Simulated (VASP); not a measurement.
Here is a VASP 6.6.1 calculation.

Contents of INCAR:

```
SYSTEM = Zr5Ti3
PREC     = Accurate       ! precision mode
ENCUT    = 400            ! plane-wave cutoff, eV
EDIFF    = 1E-6           ! SCF threshold, eV
ISMEAR   = -1             ! smearing method
SIGMA    = 0.2568         ! smearing width, eV
LREAL    = Auto         
LASPH    = .TRUE.         ! aspherical terms in the spheres
NELM     = 120            ! most SCF steps
ALGO     = Normal         ! electronic algorithm
ISIF     = 2              ! what is computed and relaxed
LWAVE    = .FALSE.        ! write WAVECAR
LCHARG   = .TRUE.         ! write CHGCAR
GGA      = PE             ! functional
LELF     = .TRUE.         ! ELF
LVHAR    = .TRUE.       
NBANDS   = 162            ! bands
ISYM     = -1           
GGA_COMPAT= .FALSE.
```

File KPOINTS:

```
explicit points
1
Reciprocal
  0.25000000   0.25000000   0.25000000 1
```

POSCAR

```
Zr5Ti3
1.0
    8.0883500000     -0.0717440000      0.2860350000
   -0.0717440000      7.8939330000     -0.0068350000
    0.2860350000     -0.0068350000      8.1197920000
Zr Ti
15 9
Direct
    0.7122234126      0.0680907348      0.3948707770
    0.0228195541      0.4962787831      0.8598824791
    0.8874142517      0.8418494014      0.8266456216
    0.2225983756      0.1555370695      0.8137685263
    0.1259464690      0.0607287825      0.2857405686
    0.6138770241      0.7222007536      0.5643552110
    0.4959976190      0.1218598839      0.1117638522
    0.9652762340      0.4345022322      0.1901582005
   -0.0167694362      0.1711755862      0.5518236958
    0.0557853756      0.7923715650      0.0622939959
    0.6906826783      0.4252824720      1.0124363267
    0.3005566678      0.4362162572      0.1439312499
    0.4280602320      0.5312087072      0.7815933712
    0.7811292356      0.3981045351      0.6541610602
    0.4158195031      0.0888034182      0.4242398130
    0.3832349152      0.7959402697      0.9498691164
    0.2074896262      0.8499737879      0.5798094675
   -0.0424272218      0.7374677795      0.4538609194
    0.8646644176      0.1302307629      0.0244964207
    0.1658354179      0.4736182845      0.5146026459
    0.3817988081      0.7228835266      0.3049527730
    0.6962226452      0.8052377373      0.0863130183
    0.5068495246      0.4428760391      0.3566009270
    0.5956462928      0.1224242599      0.8188526359
```

Potentials or basis: VASP PAW PBE potentials, release 64 (Zr_sv, Ti_sv).

The run is started by

```bash
$ cat potpaw_PBE.64/Zr_sv/POTCAR potpaw_PBE.64/Ti_sv/POTCAR > POTCAR
$ mpirun -np 1 vasp_std > vasp.out
```

(1) What does it give for the pressure?

(2) Estimate the largest force.

## Answers

(1) 4.4 GPa.

(2) 4.432 eV/Å.

Caveat: the atoms stand as in a frame of molecular dynamics.
